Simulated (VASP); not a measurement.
A run of VASP 6.6.1:

Contents of INCAR:

```
  PREC = Accurate
  ENCUT = 500
  EDIFF = 1E-6
  ISMEAR = 0
  SIGMA = 0.1
  LREAL = F
  LASPH = T
  NELM = 120
  ALGO = Normal
  ISIF = 2
  LWAVE = F
  LCHARG = F
  GGA = PE
  NBANDS = 29
  GGA_COMPAT = F
```

KPOINTS

```
Automatic mesh
0
Gamma
  12 12 4
```

File POSCAR:

```
Ti2Te2S
1.0
    3.6216311305      0.0000000000      0.0000000000
   -1.8108155652      3.1364245621      0.0000000000
    0.0000000000      0.0000000000     10.4914694144
Ti Te S
2 2 1
Direct
    0.6666666667      0.3333333333      0.8789444749
    0.3333333333      0.6666666667      0.1210555251
    0.3333333333      0.6666666667      0.7007941569
    0.6666666667      0.3333333333      0.2992058431
    0.0000000000      0.0000000000      0.0000000000
```

Potentials or basis: VASP PAW PBE potentials, release 64 (Ti_sv, Te, S).

Launch:

```console
$ cat potpaw_PBE.64/Ti_sv/POTCAR potpaw_PBE.64/Te/POTCAR potpaw_PBE.64/S/POTCAR > POTCAR
$ mpirun -np 1 vasp_std > vasp.out
```

Hardware: 1 thread of Intel(R) Xeon(R) 6975P-C (Granite Rapids), on a shared host.

Estimate the wall time of this run.

It took 110 s on 1 thread of Intel(R) Xeon(R) 6975P-C (Granite Rapids) (shared host), peak memory 0.38 GiB. Counts: scf iterations 17, k points 69.
